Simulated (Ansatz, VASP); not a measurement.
Two plane-wave programs on Al3C2

```
Al C
1.0
     5.17753    0.00000    0.00000
    -2.58876    4.48387    0.00000
     0.00000    0.00000    5.33385
Al C
6 4
Direct
  0.32590 0.03963 0.25000
  0.67410 0.96037 0.75000
  0.96037 0.28627 0.25000
  0.03963 0.71373 0.75000
  0.71373 0.67410 0.25000
  0.28627 0.32590 0.75000
  0.33333 0.66667 0.25000
  0.66667 0.33333 0.75000
  0.00000 0.00000 0.00000
  0.00000 0.00000 0.50000
```

Change from the starting cell: species swapped into the Tm3Ru2 type (P6_3/m, No. 176).

Alike in both runs: task relaxation of cell and atoms; functional PBE; k mesh 6 × 6 × 4; occupations gaussian, width 0.1 eV; no spin polarisation.

|  | VASP | Ansatz |
| --- | --- | --- |
| version | VASP 6.6.1 | Ansatz 0.2.0 |
| potentials or method | VASP PAW PBE potentials, release 64 (Al, C), cutoff 600 eV | scalar-relativistic, plane waves, PAW |
| valence electrons in the cell | 34 | 34 |

|  | VASP | Ansatz | Ansatz less VASP |
| --- | --- | --- | --- |
| gap on the k mesh at the Fermi level, each at its own relaxed structure (eV) | none | none | - |
| relaxed volume (Å³/atom) | 12.38 | 12.38 | 0.000 |
| relaxed cell length with the largest relative difference (Å) | 5.178 | 5.178 | 0.0000 |

A gap of «none» marks a metal or a gap that the smearing closes.

Noted on VASP's run: the relaxation stopped at its first step, so nothing moved.
